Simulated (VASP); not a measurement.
# Hf (P6_3/mmc) in VASP: further runs

Hf is run at these levels: PBEsol; tasks: single point.

Program: VASP 6.6.1. These are calculated values, not measurements. Logs are shortened: lines on timing, memory, paths and dates and some standing lists are left out, and cuts for length are marked.

### 1 The cell of the first run

It takes space group P6_3/mmc (No. 194, hexagonal). Conventional cell: a = 2.664 Å, b = 2.664 Å, c = 4.501 Å, α = 90.00°, β = 90.00°, γ = 120.00°. Within 3.5 Å of Hf (site symmetry -6m2) lie 12 Hf at 2.66 to 2.73 Å.

### 2 Single point, PBEsol (13.83 Å³/atom)

POSCAR

```
Hf
1.0
    2.6639061648      0.0000000000      0.0000000000
   -1.3319530824      2.3070104120      0.0000000000
    0.0000000000      0.0000000000      4.5006673106
Hf
2
Direct
    0.3333333333      0.6666666667      0.2500000000
    0.6666666667      0.3333333333      0.7500000000
```

INCAR.step1

```
SYSTEM = Hf
PREC = Accurate ; ENCUT = 520
EDIFF = 1E-7 ; ISMEAR = -1
SIGMA = 0.08 ; LREAL = .FALSE.
LASPH = .TRUE. ; NELM = 60
ALGO = Normal ; ISIF = 2
LWAVE = .FALSE. ; LCHARG = .TRUE.
LMAXMIX = 4 ; GGA = PS
NBANDS = 17
```

KPOINTS.step1

```
regular mesh
0
G
  14 14 8
  0 0 0
```

INCAR.step2

```
SYSTEM = Hf
PREC = Accurate ; ENCUT = 520
EDIFF = 1E-7 ; ISMEAR = -5
SIGMA = 0.08 ; LREAL = .FALSE.
LASPH = .TRUE. ; NELM = 60
ALGO = Normal ; ISIF = 2
LWAVE = .FALSE. ; LCHARG = .FALSE.
LMAXMIX = 4 ; GGA = PS
LORBIT = 10 ; NEDOS = 1001
ICHARG = 11
```

KPOINTS.step2

```
regular mesh
0
G
  21 21 12
  0 0 0
```

Potentials or basis: VASP PAW PBE potentials, release 64 (Hf_pv).

Launch:

```console
$ cat potpaw_PBE.64/Hf_pv/POTCAR > POTCAR
$ cp INCAR.step1 INCAR
$ cp KPOINTS.step1 KPOINTS
$ mpirun -np 1 vasp_std > vasp.out
$ cp INCAR.step2 INCAR
$ cp KPOINTS.step2 KPOINTS
$ mpirun -np 1 vasp_std > vasp.out
```

OUTCAR:

```text
SYSTEM = Hf
   PREC = Accurate
   ENCUT = 520
   EDIFF = 1E-7
   ISMEAR = -5
   LREAL = .FALSE.
   LASPH = .TRUE.
   NELM = 60
   ISIF = 2
   GGA = PS
   LORBIT = 10
   ICHARG = 11

 ion  position               nearest neighbor table
   1  0.333  0.667  0.250-   2 2.73   2 2.73   2 2.73   2 2.73   2 2.73   2 2.73   2 3.81   2 3.81
                             2 3.81   2 3.81   2 3.81   2 3.81
   2  0.667  0.333  0.750-   1 2.73   1 2.73   1 2.73   1 2.73   1 2.73   1 2.73   1 3.81   1 3.81
                             1 3.81   1 3.81   1 3.81   1 3.81

  LATTYP: Found a hexagonal cell.
 ALAT       =     2.6639061648
 C/A-ratio  =     1.6894991911

  Lattice vectors:

 A1 = (   2.6639061648,   0.0000000000,   0.0000000000)
 A2 = (  -1.3319530824,   2.3070104120,   0.0000000000)
 A3 = (   0.0000000000,   0.0000000000,   4.5006673106)

Analysis of symmetry for initial positions (statically):
=====================================================================
 Subroutine PRICEL returns:
 Original cell was already a primitive cell.

 Routine SETGRP: Setting up the symmetry group for a
 hexagonal supercell.

 Subroutine GETGRP returns: Found 24 space group operations
 (whereof 12 operations were pure point group operations)
 out of a pool of 24 trial point group operations.

The static configuration has the point symmetry D_3d.
 The point group associated with its full space group is D_6h.

Analysis of symmetry for dynamics (positions and initial velocities):
=====================================================================
 Subroutine PRICEL returns:
 Original cell was already a primitive cell.

 Routine SETGRP: Setting up the symmetry group for a
 hexagonal supercell.

 Subroutine GETGRP returns: Found 24 space group operations
 (whereof 12 operations were pure point group operations)
 out of a pool of 24 trial point group operations.

The dynamic configuration has the point symmetry D_3d.
 The point group associated with its full space group is D_6h.

 Subroutine INISYM returns: Found 24 space group operations
 (whereof 12 operations are pure point group operations),
 and found     1 'primitive' translations

----------------------------------------------------------------------------------------

                                     Primitive cell

  volume of cell :      27.6596

  direct lattice vectors                    reciprocal lattice vectors
     2.663906165  0.000000000  0.000000000     0.375388598  0.216730708  0.000000000
    -1.331953082  2.307010412  0.000000000     0.000000000  0.433461416  0.000000000
     0.000000000  0.000000000  4.500667311     0.000000000  0.000000000  0.222189273

  length of vectors
     2.663906165  2.663906165  4.500667311     0.433461416  0.433461416  0.222189273

  position of ions in fractional coordinates (direct lattice)
     0.333333333  0.666666667  0.250000000
     0.666666667  0.333333333  0.750000000

  ion indices of the primitive-cell ions
   primitive index   ion index
                 1           1
                 2           2

----------------------------------------------------------------------------------------

 KPOINTS: regular mesh

Automatic generation of k-mesh.
 Grid dimensions read from file:
 generate k-points for:   21   21   12

 Generating k-lattice:

  Cartesian coordinates                     Fractional coordinates (reciprocal lattice)
     0.017875648  0.010320510  0.000000000     0.047619048  0.000000000  0.000000000
     0.000000000  0.020641020  0.000000000     0.000000000  0.047619048  0.000000000
     0.000000000  0.000000000  0.018515773     0.000000000  0.000000000  0.083333333

  Length of vectors
     0.020641020  0.020641020  0.018515773

  Shift w.r.t. Gamma in fractional coordinates (k-lattice)
     0.000000000  0.000000000  0.000000000

 TETIRR: Found   5376 inequivalent tetrahedra from    31752

 Subroutine IBZKPT returns following result:
 ===========================================

 Found    336 irreducible k-points:

 Following reciprocal coordinates:
            Coordinates               Weight
  0.000000  0.000000  0.000000      1.000000
  0.047619  0.000000  0.000000      6.000000
  0.095238  0.000000  0.000000      6.000000
  0.142857  0.000000  0.000000      6.000000
  0.190476  0.000000  0.000000      6.000000
  0.238095 -0.000000  0.000000      6.000000
[... 16 lines left out ...]
  0.142857  0.095238  0.000000     12.000000
  0.190476  0.095238  0.000000     12.000000
 [... further k-points ...]
   k-points           NKPTS =    336   k-points in BZ     NKDIM =    336   number of bands    NBANDS=     14
   number of dos      NEDOS =   1001   number of ions     NIONS =      2
   total plane-waves  NPLWV =  14400
   dimension x,y,z NGX =    20 NGY =   20 NGZ =   36
   dimension x,y,z NGXF=    40 NGYF=   40 NGZF=   72
   ions per type =               2
   NGX,Y,Z   is equivalent  to a cutoff of  12.48, 12.48, 13.30 a.u.
   NGXF,Y,Z  is equivalent  to a cutoff of  24.96, 24.96, 26.60 a.u.
 SYSTEM =  Hf
   PREC   = accura    normal or accurate (medium, high low for compatibility)
   ISTART =      0    job   : 0-new  1-cont  2-samecut
   ICHARG =     11    charge: 1-file 2-atom 10-const
   ISPIN  =      1    spin polarized calculation?
   LNONCOLLINEAR =      F non collinear calculations
   LSORBIT =      F    spin-orbit coupling
   LASPH  =      T    aspherical Exc in radial PAW
   ENCUT  =  520.0 eV  38.22 Ry    6.18 a.u.   4.95  4.95  8.37*2*pi/ulx,y,z
   NELM   =     60;   NELMIN=  2; NELMDL=  0     # of ELM steps
   EDIFF  = 0.1E-06   stopping-criterion for ELM
   LREAL  =      F    real-space projection
   EDIFFG = 0.1E-05   stopping-criterion for IOM
   NSW    =      0    number of steps for IOM
   IBRION =     -1    ionic relax: 0-MD 1-quasi-New 2-CG
   NFREE  =      0    steps in history (QN), initial steepest desc. (CG)
   ISIF   =      2    stress and relaxation
   ISYM   =      2    0-nonsym 1-usesym 2-fastsym
   POTIM  = 0.5000    time-step for ionic-motion
   TEBEG  =    0.0;   TEEND  =   0.0 temperature during run
   PSTRESS=    0.0 pullay stress
   NELECT =      20.0000    total number of electrons
   NUPDOWN=      -1.0000    fix difference up-down
   EMIN   =  10.00;   EMAX   =-10.00  energy-range for DOS
   EFERMI =   0.00;   METHOD = LEGACY
   ISMEAR =    -5;   SIGMA  =   0.08  broadening in eV -4-tet -1-fermi 0-gaus
   EFERMI_NEDOS =   21; number of points for ismear=-14 and -15
   IALGO  =     38    algorithm
   IMIX   =      4    mixing-type and parameters
     AMIX     =   0.40;   BMIX     =  1.00
     AMIX_MAG =   1.60;   BMIX_MAG =  1.00
  volume/ion in A,a.u.               =      13.83        93.33
  Fermi-wavevector in a.u.,A,eV,Ry     =   1.469388  2.776740 29.376337  2.159100
  Thomas-Fermi vector in A             =   2.584771
   LORBIT       =     10    0 simple, 1 ext, 2 COOP (PROOUT), +10 PAW based schemes
   GGA     = PS    functional components
   LHFCALC =     F    Hartree Fock is set to
   AEXX    =    0.0000 exact exchange contribution
   IVDW    =     0    specifies the selected vdW correction
   LEPSILON=     F    determine dielectric tensor
   LRPA    =     F    only Hartree local field effects (RPA)
 non-spin polarized calculation
 Fermi weights with tetrahedron method with Bloechl corrections
  energy-cutoff  :      520.00
  volume of cell :       27.66
 maximum number of plane-waves:       771
 NGX is ok and might be reduce to    20

 number of electron      19.9999997 magnetization

 Free energy of the ion-electron system (eV)
  ---------------------------------------------------
  ext. energy  EPLUGINS =         0.00000000
  ---------------------------------------------------
  free energy    TOTEN  =       -17.36056782 eV

  energy without entropy =      -17.36056782  energy(sigma->0) =      -17.36056782

 E-fermi :   8.6194     XC(G=0): -13.7985

 val. band max:        8.7231004066   @ k =   0.3333   0.0952   0.0000
 cond. band min:       8.5105441892   @ k =   0.3810   0.1905   0.4167
 fundamental gap:     -0.2125562174
 Fermi energy:         8.6193503209

 k-point     1 :       0.0000    0.0000    0.0000
  band No.  band energies     occupation
      1     -23.1362      2.00000
      2     -20.0046      2.00000
      3     -20.0046      2.00000
      4     -19.8336      2.00000
      5     -19.6413      2.00000
      6     -19.6413      2.00000
      7       0.1216      2.00000
      8       3.2078      2.00000
      9       9.1106      0.00000
     10       9.8605      0.00000
     11       9.8605      0.00000
     12      11.0806      0.00000
     13      11.0806      0.00000
     14      11.7679      0.00000

 k-point     2 :       0.0476    0.0000    0.0000
  band No.  band energies     occupation
      1     -23.1121      2.00000
      2     -20.0808      2.00000
      3     -20.0262      2.00000
      4     -19.8400      2.00000
      5     -19.7209      2.00000
      6     -19.6512      2.00000
      7       0.2626      2.00000
      8       3.3511      2.00000
      9       8.9923      0.00000
     10       9.8952      0.00000
     11       9.9858      0.00000
     12      10.9341      0.00000
     13      11.2039      0.00000
     14      11.4487      0.00000
[... 343 lines left out ...]
      1     -22.7046      2.00000
      2     -21.1033      2.00000
      3     -20.9317      2.00000
      4     -20.2827      2.00000
      5     -19.9682      2.00000
      6     -19.9009      2.00000
      7       2.3584      2.00000
      8       5.2552      2.00000
      9       7.3653      2.00000
     10       8.0804      2.06421
     11       9.4339      0.00000
     12      10.3538      0.00000
     13      11.0811      0.00000
     14      12.2581      0.00000

 k-point    24 :       0.1905    0.0952    0.0000
  band No.  band energies     occupation
      1     -22.5192      2.00000
      2     -21.5162      2.00000
      3     -21.2783      2.00000
      4     -20.4447      2.00000
      5     -20.0398      2.00000
      6     -19.9983      2.00000
      7       3.1317      2.00000
      8       5.4799      2.00000
      9       7.1093      2.00000
     10       7.3599      2.00000
     11       9.1850      0.00000
     12       9.8712      0.00000
     13      11.7909      0.00000
     14      11.8282      0.00000

 [... further k-points ...]
[... 5 lines left out ...]
  --------------------------------------------------------------------------------------
  -------------------------------------------------------------------------------------
  Total       17.9357121     17.9357121     17.9064064      0.0000000      0.0000000      0.0000000
  in kB     1038.9240957   1038.9240957   1037.2265651      0.0000000      0.0000000      0.0000000
  external PRESSURE =    1038.3582522 kB  Pullay stress =       0.0000000 kB

 VOLUME and BASIS-vectors are now :
 -----------------------------------------------------------------------------
  energy-cutoff  :      520.00
  volume of cell :       27.66
      direct lattice vectors                 reciprocal lattice vectors
     2.663906165  0.000000000  0.000000000     0.375388598  0.216730708  0.000000000
    -1.331953082  2.307010412  0.000000000     0.000000000  0.433461416  0.000000000
     0.000000000  0.000000000  4.500667311     0.000000000  0.000000000  0.222189273

 POSITION                                       TOTAL-FORCE (eV/Angst)
 -----------------------------------------------------------------------------------
     -0.00000      1.53801      1.12517         0.000000     -0.000000      0.000000
      1.33195      0.76900      3.37550        -0.000000      0.000000      0.000000
 -----------------------------------------------------------------------------------
    total drift:                               -0.000000      0.000000     -0.000000

  FREE ENERGIE OF THE ION-ELECTRON SYSTEM (eV)
  ---------------------------------------------------
  free  energy   TOTEN  =       -17.3605678244 eV

  energy  without entropy=      -17.3605678244  energy(sigma->0) =      -17.36056782

 total charge

# of ion       s       p       d       tot
------------------------------------------
    1        0.535   6.582   2.482   9.599
    2        0.535   6.582   2.482   9.599
--------------------------------------------------
tot          1.070  13.165   4.963  19.198
```

Wall time 43 s (1 thread of Intel Xeon 6975P-C (Granite Rapids), shared host); peak memory 0.23 GiB.

What came out:

| Item | Value |
| --- | --- |
| Valence electrons inside the program's atomic spheres | Hf 9.60 |

Caveat: the PAW data sets were made with another functional, which shifts forces and pressure a little; spin-orbit coupling is left out, which moves the levels of the heavy elements; tetrahedron occupations give inexact forces and stress in metals.

### 3 Single point, PBEsol (19.02 Å³/atom)

This run uses another cell than the first one, of 19.02 Å³/atom.

POSCAR

```
Hf
1.0
    3.0188574494      0.0000000000      0.0000000000
   -1.5094287247      2.6144072416      0.0000000000
    0.0000000000      0.0000000000      4.8187261157
Hf
2
Direct
    0.3333333333      0.6666666667      0.2500000000
    0.6666666667      0.3333333333      0.7500000000
```

INCAR.step1

```
ALGO = Normal
EDIFF = 1E-7
ENCUT = 520
GGA = PS
ISIF = 2
ISMEAR = -1
LASPH = True
LCHARG = True
LMAXMIX = 4
LREAL = False
LWAVE = False
NBANDS = 17
NELM = 100
PREC = Accurate
SIGMA = 0.08
```

KPOINTS.step1

```
k-points
0
Gamma
  14 14 8
```

INCAR.step2

```
ALGO = Normal
EDIFF = 1E-7
ENCUT = 520
GGA = PS
ICHARG = 11
ISIF = 2
ISMEAR = -5
LASPH = True
LCHARG = False
LMAXMIX = 4
LORBIT = 11
LREAL = False
LWAVE = False
NBANDS = 17
NEDOS = 2001
NELM = 100
PREC = Accurate
SIGMA = 0.08
```

KPOINTS.step2

```
k-points
0
Gamma
  21 21 12
```

Potentials or basis: VASP PAW PBE potentials, release 64 (Hf_pv).

Launch:

```console
$ cat potpaw_PBE.64/Hf_pv/POTCAR > POTCAR
$ cp INCAR.step1 INCAR
$ cp KPOINTS.step1 KPOINTS
$ mpirun -np 1 vasp_std > vasp.out
$ cp INCAR.step2 INCAR
$ cp KPOINTS.step2 KPOINTS
$ mpirun -np 1 vasp_std > vasp.out
```

Wall time 54 s (1 thread of Intel Xeon 6975P-C (Granite Rapids), shared host); peak memory 0.29 GiB.

The run converged. Its results:

| Property | Result |
| --- | --- |
| Valence electrons inside the program's atomic spheres | Hf 8.68 |

Levels at points of the mesh, in eV from the Fermi level:
| k point | band 6 | band 7 | band 8 | band 9 | band 10 | band 11 | band 12 | band 13 | band 14 | band 15 |
| --- | --- | --- | --- | --- | --- | --- | --- | --- | --- | --- |
| (0.00, 0.00, 0.00) | -29.58 | -7.95 | -4.31 | 1.16 | 1.16 | 1.27 | 1.39 | 2.15 | 2.15 | 3.01 |
| (0.00, 0.00, 0.50) | -29.69 | -5.68 | -5.68 | 0.02 | 0.02 | 1.06 | 1.06 | 1.06 | 1.06 | 5.62 |

Caveat: the PAW data sets were made with another functional, which shifts forces and pressure a little; spin-orbit coupling is left out, which moves the levels of the heavy elements; tetrahedron occupations give inexact forces and stress in metals.

### 4 Single point, PBEsol (21.61 Å³/atom)

This run uses another cell than the first one, of 21.61 Å³/atom.

POSCAR

```
Hf
1.0
    3.1588851865      0.0000000000      0.0000000000
   -1.5794425933      2.7356748192      0.0000000000
    0.0000000000      0.0000000000      5.0011179845
Hf
2
Direct
    0.3333333333      0.6666666667      0.2500000000
    0.6666666667      0.3333333333      0.7500000000
```

INCAR.step1

```
SYSTEM = Hf
PREC = Accurate ; ENCUT = 520
EDIFF = 1E-7 ; ISMEAR = -1
SIGMA = 0.08 ; LREAL = .FALSE.
LASPH = .TRUE. ; NELM = 100
ALGO = Normal ; ISIF = 2
LWAVE = .FALSE. ; LCHARG = .TRUE.
LMAXMIX = 4 ; GGA = PS
NBANDS = 17
```

KPOINTS.step1

```
Automatic mesh
0
G
  14 14 8
  0 0 0
```

INCAR.step2

```
SYSTEM = Hf
PREC = Accurate ; ENCUT = 520
EDIFF = 1E-7 ; ISMEAR = -5
SIGMA = 0.08 ; LREAL = .FALSE.
LASPH = .TRUE. ; NELM = 100
ALGO = Normal ; ISIF = 2
LWAVE = .FALSE. ; LCHARG = .FALSE.
LMAXMIX = 4 ; GGA = PS
LORBIT = 11 ; NEDOS = 2001
ICHARG = 11
```

KPOINTS.step2

```
Automatic mesh
0
G
  21 21 12
  0 0 0
```

Potentials or basis: VASP PAW PBE potentials, release 64 (Hf_pv).

Launch:

```console
$ cat potpaw_PBE.64/Hf_pv/POTCAR > POTCAR
$ cp INCAR.step1 INCAR
$ cp KPOINTS.step1 KPOINTS
$ mpirun -np 1 vasp_std > vasp.out
$ cp INCAR.step2 INCAR
$ cp KPOINTS.step2 KPOINTS
$ mpirun -np 1 vasp_std > vasp.out
```

OUTCAR:

```text
SYSTEM = Hf
   PREC = Accurate
   ENCUT = 520
   EDIFF = 1E-7
   ISMEAR = -5
   LREAL = .FALSE.
   LASPH = .TRUE.
   NELM = 100
   ISIF = 2
   GGA = PS
   LORBIT = 11
   ICHARG = 11

 ion  position               nearest neighbor table
   1  0.333  0.667  0.250-   2 3.09   2 3.09   2 3.09   2 3.09   2 3.09   2 3.09
   2  0.667  0.333  0.750-   1 3.09   1 3.09   1 3.09   1 3.09   1 3.09   1 3.09

  LATTYP: Found a hexagonal cell.
 ALAT       =     3.1588851865
 C/A-ratio  =     1.5831908060

  Lattice vectors:

 A1 = (   3.1588851865,   0.0000000000,   0.0000000000)
[... 604 lines left out ...]
  Total       -0.1379165     -0.1379165     -0.1072374      0.0000000      0.0000000     -0.0000000
  in kB       -5.1128295     -5.1128295     -3.9754979      0.0000000      0.0000000     -0.0000000
  external PRESSURE =      -4.7337190 kB  Pullay stress =       0.0000000 kB

 VOLUME and BASIS-vectors are now :
 -----------------------------------------------------------------------------
  energy-cutoff  :      520.00
  volume of cell :       43.22
      direct lattice vectors                 reciprocal lattice vectors
     3.158885187  0.000000000  0.000000000     0.316567378  0.182770261  0.000000000
    -1.579442593  2.735674819  0.000000000     0.000000000  0.365540521  0.000000000
     0.000000000  0.000000000  5.001117984     0.000000000  0.000000000  0.199955291

 POSITION                                       TOTAL-FORCE (eV/Angst)
 -----------------------------------------------------------------------------------
     -0.00000      1.82378      1.25028        -0.000000     -0.000000      0.000000
      1.57944      0.91189      3.75084         0.000000      0.000000      0.000000
 -----------------------------------------------------------------------------------
    total drift:                                0.000000     -0.000000      0.000000

  FREE ENERGIE OF THE ION-ELECTRON SYSTEM (eV)
  ---------------------------------------------------
  free  energy   TOTEN  =       -21.0067506277 eV

  energy  without entropy=      -21.0067506277  energy(sigma->0) =      -21.00675063

 total charge

# of ion       s       p       d       tot
------------------------------------------
    1        0.401   6.401   1.596   8.399
    2        0.401   6.401   1.596   8.399
--------------------------------------------------
tot          0.802  12.802   3.192  16.797
```

OUTCAR.step1:

```text
SYSTEM = Hf
   PREC = Accurate
   ENCUT = 520
   EDIFF = 1E-7
   ISMEAR = -1
   LREAL = .FALSE.
[... 705 lines left out ...]
     -0.00000      1.82378      1.25028         0.000000     -0.000000      0.000000
      1.57944      0.91189      3.75084         0.000000      0.000000      0.000000
 -----------------------------------------------------------------------------------
    total drift:                                0.000000     -0.000000      0.000000

  FREE ENERGIE OF THE ION-ELECTRON SYSTEM (eV)
  ---------------------------------------------------
  free  energy   TOTEN  =       -21.0229527926 eV

  energy  without entropy=      -20.9901080712  energy(sigma->0) =      -21.00653043
```

Run time: 60 s. Hardware: 1 thread of Intel Xeon 6975P-C (Granite Rapids), shared host; peak memory 0.29 GiB.

What came out:

| Quantity | Value |
| --- | --- |
| Valence electrons inside the program's atomic spheres | Hf 8.40 |

Levels at points of the mesh, in eV from the Fermi level:
```csv
k point,band 6,band 7,band 8,band 9,band 10,band 11,band 12,band 13,band 14
"(0.00, 0.00, 0.00)",-30.04,-7.52,-3.84,0.78,1.16,1.16,1.44,2.02,2.02
"(0.00, 0.00, 0.50)",-30.11,-5.48,-5.48,0.12,0.12,1.05,1.05,1.05,1.05
```

Caveat: the PAW data sets were made with another functional, which shifts forces and pressure a little; spin-orbit coupling is left out, which moves the levels of the heavy elements; tetrahedron occupations give inexact forces and stress in metals.
